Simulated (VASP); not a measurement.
# NiO (I4/mmm) in VASP: further runs

The runs below take NiO through single point, with PBE.

Everything below comes from runs of VASP 6.6.1. Logs are shortened: lines on timing, memory, paths and dates and some standing lists are left out, and cuts for length are marked.

## 1. The cell of the first run

The structure is tetragonal, space group I4/mmm (No. 139). The conventional cell has a = 2.963 Å, b = 2.963 Å, c = 4.274 Å, α = 90.00°, β = 90.00°, γ = 90.00°. Within 2.8 Å of Ni (site symmetry 4/mmm) lie 6 O at 2.10 to 2.14 Å. O (site symmetry 4/mmm) has 6 Ni at 2.10 to 2.14 Å within 2.8 Å.

## 2. Single point, PBE, collinear spin, ferromagnetic start (z stretched by +2 %, then relaxed in part)

Input file INCAR:

```
PREC = Accurate
ENCUT = 520
EDIFF = 1E-6
ISMEAR = -1
SIGMA = 0.05
LREAL = False
LASPH = True
NELM = 150
ALGO = Normal
ISIF = 2
LWAVE = False
LCHARG = True
ISPIN = 2
MAGMOM = 2 0
LORBIT = 11
LMAXMIX = 4
GGA = PE
LELF = True
LVHAR = True
NBANDS = 19
```

Input file KPOINTS:

```
Automatic mesh
0
Gamma
  19 19 19
```

Input file POSCAR:

```
NiO
1.0
    0.0000000000      2.0950300000      2.1369306000
    2.0950300000      0.0000000000      2.1369306000
    2.0950300000      2.0950300000      0.0000000000
Ni O
1 1
Direct
    0.0000000000      0.0000000000      0.0000000000
    0.5000000000      0.5000000000      0.5000000000
```

Potentials or basis: VASP PAW PBE potentials, release 64 (Ni, O).

Launch:

```console
cat potpaw_PBE.64/Ni/POTCAR potpaw_PBE.64/O/POTCAR > POTCAR
mpirun -np 1 vasp_std > vasp.out
```

OUTCAR:

```text
PREC = Accurate
   ENCUT = 520
   EDIFF = 1E-6
   ISMEAR = -1
   LREAL = False
   LASPH = True
   NELM = 150
   ISIF = 2
   ISPIN = 2
   LORBIT = 11
   GGA = PE

 ion  position               nearest neighbor table
   1  0.000  0.000  0.000-   2 2.10   2 2.10   2 2.10   2 2.10   2 2.14   2 2.14
   2  0.500  0.500  0.500-   1 2.10   1 2.10   1 2.10   1 2.10   1 2.14   1 2.14

  LATTYP: Found a body centered tetragonal cell.
 ALAT       =     2.9628198396
 C/A-ratio  =     1.4424978336

  Lattice vectors:

 A1 = (  -2.0950300000,   0.0000000000,   2.1369306000)
 A2 = (   2.0950300000,   0.0000000000,   2.1369306000)
 A3 = (   0.0000000000,   2.0950300000,  -2.1369306000)

Analysis of symmetry for initial positions (statically):
=====================================================================
 Subroutine PRICEL returns:
 Original cell was already a primitive cell.

 Routine SETGRP: Setting up the symmetry group for a
 body centered tetragonal supercell.

 Subroutine GETGRP returns: Found 16 space group operations
 (whereof 16 operations were pure point group operations)
 out of a pool of 16 trial point group operations.

The static configuration has the point symmetry D_4h.

Analysis of symmetry for dynamics (positions and initial velocities):
=====================================================================
 Subroutine PRICEL returns:
 Original cell was already a primitive cell.

 Routine SETGRP: Setting up the symmetry group for a
 body centered tetragonal supercell.

 Subroutine GETGRP returns: Found 16 space group operations
 (whereof 16 operations were pure point group operations)
 out of a pool of 16 trial point group operations.

The dynamic configuration has the point symmetry D_4h.

Analysis of structural, dynamic, and magnetic symmetry:
=====================================================================
 Subroutine PRICEL returns:
 Original cell was already a primitive cell.

 Routine SETGRP: Setting up the symmetry group for a
 body centered tetragonal supercell.

 Subroutine GETGRP returns: Found 16 space group operations
 (whereof 16 operations were pure point group operations)
 out of a pool of 16 trial point group operations.

The overall configuration has the point symmetry D_4h.

 Subroutine INISYM returns: Found 16 space group operations
 (whereof 16 operations are pure point group operations),
 and found     1 'primitive' translations

----------------------------------------------------------------------------------------

                                     Primitive cell

  volume of cell :      18.7586

  direct lattice vectors                    reciprocal lattice vectors
     0.000000000  2.095030000  2.136930600    -0.238660067  0.238660067  0.233980458
     2.095030000  0.000000000  2.136930600     0.238660067 -0.238660067  0.233980458
     2.095030000  2.095030000  0.000000000     0.238660067  0.238660067 -0.233980458

  length of vectors
     2.992594709  2.992594709  2.962819840     0.410687362  0.410687362  0.410687362

  position of ions in fractional coordinates (direct lattice)
     0.000000000  0.000000000  0.000000000
     0.500000000  0.500000000  0.500000000

  ion indices of the primitive-cell ions
   primitive index   ion index
                 1           1
                 2           2

----------------------------------------------------------------------------------------

 KPOINTS: Automatic mesh

Automatic generation of k-mesh.
 Grid dimensions read from file:
 generate k-points for:   19   19   19

 Generating k-lattice:

  Cartesian coordinates                     Fractional coordinates (reciprocal lattice)
    -0.012561056  0.012561056  0.012314761     0.052631579  0.000000000  0.000000000
     0.012561056 -0.012561056  0.012314761     0.000000000  0.052631579  0.000000000
     0.012561056  0.012561056 -0.012314761    -0.000000000 -0.000000000  0.052631579

  Length of vectors
     0.021615124  0.021615124  0.021615124

  Shift w.r.t. Gamma in fractional coordinates (k-lattice)
     0.000000000  0.000000000  0.000000000

 Subroutine IBZKPT returns following result:
 ===========================================

 Found    550 irreducible k-points:

 Following reciprocal coordinates:
            Coordinates               Weight
  0.000000  0.000000  0.000000      1.000000
  0.052632  0.000000  0.000000      8.000000
  0.105263  0.000000  0.000000      8.000000
  0.157895  0.000000  0.000000      8.000000
  0.210526  0.000000  0.000000      8.000000
  0.263158  0.000000  0.000000      8.000000
[... 16 lines left out ...]
 -0.315789  0.052632  0.000000      8.000000
 -0.263158  0.052632  0.000000      8.000000
 [... further k-points ...]
   k-points           NKPTS =    550   k-points in BZ     NKDIM =    550   number of bands    NBANDS=     19
   number of dos      NEDOS =    301   number of ions     NIONS =      2
   total plane-waves  NPLWV =  13824
   dimension x,y,z NGX =    24 NGY =   24 NGZ =   24
   dimension x,y,z NGXF=    48 NGYF=   48 NGZF=   48
   ions per type =               1   1
   NGX,Y,Z   is equivalent  to a cutoff of  13.33, 13.33, 13.47 a.u.
   NGXF,Y,Z  is equivalent  to a cutoff of  26.67, 26.67, 26.93 a.u.
 SYSTEM =  unknown system
   PREC   = accura    normal or accurate (medium, high low for compatibility)
   ISTART =      0    job   : 0-new  1-cont  2-samecut
   ICHARG =      2    charge: 1-file 2-atom 10-const
   ISPIN  =      2    spin polarized calculation?
   LNONCOLLINEAR =      F non collinear calculations
   LSORBIT =      F    spin-orbit coupling
   LASPH  =      T    aspherical Exc in radial PAW
   ENCUT  =  520.0 eV  38.22 Ry    6.18 a.u.   5.56  5.56  5.51*2*pi/ulx,y,z
   NELM   =    150;   NELMIN=  2; NELMDL= -5     # of ELM steps
   EDIFF  = 0.1E-05   stopping-criterion for ELM
   LREAL  =      F    real-space projection
   EDIFFG = 0.1E-04   stopping-criterion for IOM
   NSW    =      0    number of steps for IOM
   IBRION =     -1    ionic relax: 0-MD 1-quasi-New 2-CG
   NFREE  =      0    steps in history (QN), initial steepest desc. (CG)
   ISIF   =      2    stress and relaxation
   ISYM   =      2    0-nonsym 1-usesym 2-fastsym
   POTIM  = 0.5000    time-step for ionic-motion
   TEBEG  =    0.0;   TEEND  =   0.0 temperature during run
   PSTRESS=    0.0 pullay stress
   NELECT =      16.0000    total number of electrons
   NUPDOWN=      -1.0000    fix difference up-down
   EMIN   =  10.00;   EMAX   =-10.00  energy-range for DOS
   EFERMI =   0.00;   METHOD = LEGACY
   ISMEAR =    -1;   SIGMA  =   0.05  broadening in eV -4-tet -1-fermi 0-gaus
   EFERMI_NEDOS =   21; number of points for ismear=-14 and -15
   IALGO  =     38    algorithm
   IMIX   =      4    mixing-type and parameters
     AMIX     =   0.40;   BMIX     =  1.00
     AMIX_MAG =   1.60;   BMIX_MAG =  1.00
  volume/ion in A,a.u.               =       9.38        63.29
  Fermi-wavevector in a.u.,A,eV,Ry     =   1.552558  2.933909 32.795981  2.410437
  Thomas-Fermi vector in A             =   2.656916
   LORBIT       =     11    0 simple, 1 ext, 2 COOP (PROOUT), +10 PAW based schemes
   GGA     = PE    functional components
   LHFCALC =     F    Hartree Fock is set to
   AEXX    =    0.0000 exact exchange contribution
   IVDW    =     0    specifies the selected vdW correction
   LEPSILON=     F    determine dielectric tensor
   LRPA    =     F    only Hartree local field effects (RPA)
 spin polarized calculation
  energy-cutoff  :      520.00
  volume of cell :       18.76
 maximum number of plane-waves:       532
   NGX = 11   NGY = 11   NGZ = 11

 number of electron      16.0000014 magnetization       1.7608000

 Free energy of the ion-electron system (eV)
  ---------------------------------------------------
  ext. energy  EPLUGINS =         0.00000000
  ---------------------------------------------------
  free energy    TOTEN  =       -11.48254711 eV

  energy without entropy =      -11.47318860  energy(sigma->0) =      -11.47786785

 E-fermi :   7.4631     XC(G=0): -12.5070

 val. band max:        7.4622448629   @ k =  -0.1579   0.2105   0.0526
 cond. band min:       7.4631772770   @ k =  -0.4211   0.0000   0.0526
 fundamental gap:      0.0009324140
 Fermi energy:         7.4630819413

 spin component 1

 k-point     1 :       0.0000    0.0000    0.0000
  band No.  band energies     occupation
      1     -12.6219      1.00000
      2       4.3583      1.00000
      3       4.3804      1.00000
      4       4.5770      1.00000
      5       4.5770      1.00000
      6       4.6383      1.00000
[... 11 lines left out ...]
     18      32.6164      0.00000
     19      33.4196      0.00000
[... 485 lines left out ...]
 k-point    24 :      -0.2632    0.0526    0.0000
  band No.  band energies     occupation
      1     -11.8802      1.00000
      2       1.0358      1.00000
      3       2.2149      1.00000
      4       2.5043      1.00000
      5       5.1746      1.00000
      6       5.2346      1.00000
[... 11 lines left out ...]
     18      37.4355      0.00000
     19      38.6304      0.00000

 [... further k-points ...]

 spin component 2

 k-point     1 :       0.0000    0.0000    0.0000
  band No.  band energies     occupation
      1     -12.1813      1.00000
      2       5.0722      1.00000
      3       5.0722      1.00000
      4       5.1678      1.00000
      5       5.6383      1.00000
      6       5.7247      1.00000
[... 11 lines left out ...]
     18      33.2157      0.00000
     19      34.0068      0.00000
[... 485 lines left out ...]
 k-point    24 :      -0.2632    0.0526    0.0000
  band No.  band energies     occupation
      1     -11.4149      1.00000
      2       1.4781      1.00000
      3       3.3840      1.00000
      4       3.5015      1.00000
      5       6.1511      1.00000
      6       6.3393      1.00000
[... 11 lines left out ...]
     18      37.9226      0.00000
     19      39.1647      0.00000

 [... further k-points ...]

------------------------ aborting loop because EDIFF is reached ----------------------------------------

  FORCE on cell =-STRESS in cart. coord.  units (eV):
  Direction    XX          YY          ZZ          XY          YZ          ZX
  --------------------------------------------------------------------------------------
  -------------------------------------------------------------------------------------
  Total       -0.0254725     -0.0254725     -0.1994753      0.0000000      0.0000000      0.0000000
  in kB       -2.1756109     -2.1756109    -17.0372186      0.0000000      0.0000000      0.0000000
  external PRESSURE =      -7.1294801 kB  Pullay stress =       0.0000000 kB

 VOLUME and BASIS-vectors are now :
 -----------------------------------------------------------------------------
  energy-cutoff  :      520.00
  volume of cell :       18.76
      direct lattice vectors                 reciprocal lattice vectors
     0.000000000  2.095030000  2.136930600    -0.238660067  0.238660067  0.233980458
     2.095030000  0.000000000  2.136930600     0.238660067 -0.238660067  0.233980458
     2.095030000  2.095030000  0.000000000     0.238660067  0.238660067 -0.233980458

 POSITION                                       TOTAL-FORCE (eV/Angst)
 -----------------------------------------------------------------------------------
      0.00000      0.00000      0.00000        -0.000000      0.000000      0.000000
      2.09503      2.09503      2.13693         0.000000     -0.000000      0.000000
 -----------------------------------------------------------------------------------
    total drift:                                0.000000     -0.000000     -0.000000

  FREE ENERGIE OF THE ION-ELECTRON SYSTEM (eV)
  ---------------------------------------------------
  free  energy   TOTEN  =       -11.4825471072 eV

  energy  without entropy=      -11.4731885962  energy(sigma->0) =      -11.47786785

 total charge

# of ion       s       p       d       tot
------------------------------------------
    1        0.323   0.383   8.228   8.934
    2        1.557   3.409   0.000   4.965
--------------------------------------------------
tot          1.880   3.792   8.228  13.899

 magnetization (x)

# of ion       s       p       d       tot
------------------------------------------
    1        0.011   0.014   1.423   1.448
    2        0.027   0.241   0.000   0.268
--------------------------------------------------
tot          0.038   0.256   1.423   1.717
```

It took 4 min on 1 thread of AMD EPYC 9R45 (Zen 5), shared host; peak memory 0.36 GiB.

Results:

* Free energy: -11.4825 eV
* Pressure: -0.7 GPa
* Net moment: 1.76 μB per cell
* Site moments: Ni +1.45; O +0.27 μB
* Valence electrons inside the program's atomic spheres: Ni 8.93; O 4.96

Caveat: the cell differs from its parent crystal (z stretched by +2 %, then relaxed in part); a cell with one magnetic atom can't hold antiferromagnetic order, which such compounds often take; semilocal functionals often make such compounds metallic where correlation or magnetic order opens a gap, which also shifts bond lengths.

## 3. Single point, PBE, collinear spin, ferromagnetic start (z stretched by +3 %, then relaxed in part)

Input file INCAR:

```
PREC     = Accurate       # precision mode
ENCUT    = 520            # plane-wave cutoff, eV
EDIFF    = 1E-7           # SCF threshold, eV
ISMEAR   = -1             # smearing method
SIGMA    = 0.05           # smearing width, eV
LREAL    = False          # projectors in reciprocal space
LASPH    = True           # aspherical terms in the spheres
NELM     = 150            # most SCF steps
ALGO     = Normal         # electronic algorithm
ISIF     = 2              # what is computed and relaxed
LWAVE    = False          # write WAVECAR
LCHARG   = True           # write CHGCAR
ISPIN    = 2              # spin polarisation
MAGMOM   = 2 0            # initial moments
LORBIT   = 11             # projections on sites
LMAXMIX  = 4              # l up to which the mixer works
GGA      = PE             # functional
LELF     = True           # ELF
LVHAR    = True         
NBANDS   = 19             # bands
```

KPOINTS is that of step 2.

Input file POSCAR:

```
NiO
1.0
    0.0000000000      2.0950300000      2.1578809000
    2.0950300000      0.0000000000      2.1578809000
    2.0950300000      2.0950300000      0.0000000000
Ni O
1 1
Direct
    0.0000000000      0.0000000000      0.0000000000
    0.5000000000      0.5000000000      0.5000000000
```

Potentials or basis: VASP PAW PBE potentials, release 64 (Ni, O).

Launch:

```console
cat potpaw_PBE.64/Ni/POTCAR potpaw_PBE.64/O/POTCAR > POTCAR
mpirun -np 1 vasp_std > vasp.out
```

It took 4.3 min on 1 thread of AMD EPYC 9R45 (Zen 5), shared host; peak memory 0.37 GiB.

Results (log left out):

| Item | Value |
| --- | --- |
| Free energy | -11.4799 eV |
| Pressure | -2.1 GPa |
| Net moment | 1.78 μB per cell |
| Site moments | Ni +1.46; O +0.27 μB |
| Valence electrons inside the program's atomic spheres | Ni 8.92; O 4.96 |

Stress tensor (GPa, compression positive):
```
-1.48  0.00  0.00
 0.00 -1.48  0.00
 0.00  0.00 -3.44
```

Levels at points of the mesh, in eV from the Fermi level:
Spin up:
```tsv
k point	band 6	band 7	band 8	band 9	band 10	band 11	band 12	band 13
(0.00, 0.00, 0.00)	-2.76	-2.65	-2.52	-2.52	1.36	17.76	18.61	18.68
```
Spin down:
| k point | band 4 | band 5 | band 6 | band 7 | band 8 | band 9 | band 10 | band 11 |
| --- | --- | --- | --- | --- | --- | --- | --- | --- |
| (0.00, 0.00, 0.00) | -2.21 | -1.82 | -1.70 | -1.70 | -0.54 | -0.50 | 1.72 | 17.69 |

Caveat: the cell differs from its parent crystal (z stretched by +3 %, then relaxed in part); a cell with one magnetic atom can't hold antiferromagnetic order, which such compounds often take; semilocal functionals often make such compounds metallic where correlation or magnetic order opens a gap, which also shifts bond lengths.
